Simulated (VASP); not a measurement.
Input of a VASP 6.6.1 run:

File INCAR:

```
SYSTEM = Se
PREC = Accurate
ENCUT = 520
EDIFF = 1E-6
ISMEAR = -1
SIGMA = 0.1
LREAL = .FALSE.
LASPH = .TRUE.
NELM = 100
ALGO = Normal
ISIF = 2
LWAVE = .FALSE.
LCHARG = .FALSE.
GGA = RE
NBANDS = 13
```

Contents of KPOINTS:

```
regular mesh
0
G
  10 10 10
  0 0 0
```

POSCAR

```
Se
1.0
    0.0000000000      3.1087075749      3.1087075749
    3.1087075749      0.0000000000      3.1087075749
    3.1087075749      3.1087075749      0.0000000000
Se
2
Direct
    0.1250000000      0.1250000000      0.1250000000
    0.8750000000      0.8750000000      0.8750000000
```

Potentials or basis: VASP PAW PBE potentials, release 64 (Se).

Launch:

```bash
$ cat potpaw_PBE.64/Se/POTCAR > POTCAR
$ mpirun -np 1 vasp_std > vasp.out
```

**Question.** Predict the pressure.

**Answer.** 3.5 GPa.

**Question.** What does it give for the band gap on the k mesh?

**Answer.** Zero (band 6 reaches 2.88 eV, above the bottom of band 7 at 1.75 eV).

Caveat: the PAW data sets were made with another functional, which shifts forces and pressure a little.
